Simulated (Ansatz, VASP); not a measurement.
## Ag in VASP and in Ansatz

The input INCAR:

```
  PREC = Accurate
  ENCUT = 520
  EDIFF = 1E-6
  ISMEAR = -1
  SIGMA = 0.08
  LREAL = F
  LASPH = T
  NELM = 80
  ALGO = Normal
  ISIF = 2
  LWAVE = F
  LCHARG = T
  GGA = PS
  LELF = T
  LVHAR = T
  NBANDS = 12
```

File KPOINTS:

```
regular mesh
0
Gamma
  18 18 18
```

Contents of POSCAR:

```
Ag
1.0
   -1.4845307784      1.4845307784      1.4845307784
    1.4845307784     -1.4845307784      1.4845307784
    1.4845307784      1.4845307784     -1.4845307784
Ag
1
Direct
    0.0000000000      0.0000000000      0.0000000000
```

Input for Ansatz:

```yaml
crystal:
  lattice:
    - [-1.4845307784, 1.4845307784, 1.4845307784]
    - [1.4845307784, -1.4845307784, 1.4845307784]
    - [1.4845307784, 1.4845307784, -1.4845307784]
  atoms:
    - { symbol: Ag, position: [0.0, 0.0, 0.0] }
kpoints:
  mp_grid: { grid: [18, 18, 18] }
scf:
  occupations: { method: fermi_dirac, width: 0.08 }
hamiltonian:
  xc: pbesol
  pseudopotentials: { kind: paw }
output:
  forces: true
  stress: true
  eigenvalues: true
  populations: true
```

Change from the starting cell: volume scaled by 0.78, PAW files.

Alike in both runs: task single point; functional PBEsol; k mesh 18 × 18 × 18; occupations fermi-dirac, width 0.08 eV; no spin polarisation.

|  | VASP | Ansatz |
| --- | --- | --- |
| version | VASP 6.6.1 | Ansatz 0.2.0 |
| potentials or method | VASP PAW PBE potentials, release 64 (Ag) | PAW with Ansatz's default frozen-core files, scalar-relativistic |
| plane-wave cutoff (eV) | 520 | 420 |
| valence electrons in the cell | 11 | 19 |

```tsv
	VASP	Ansatz	Ansatz less VASP
pressure (GPa)	56.8	57.7	+0.81
```

VASP's potentials were made for PBE, not for PBEsol. Both programs put the cell under a high pressure, so it lies far from rest at this level. VASP's potentials hold 11 valence electrons a cell and Ansatz's 19, so a difference there can come from the potentials and not from the codes.
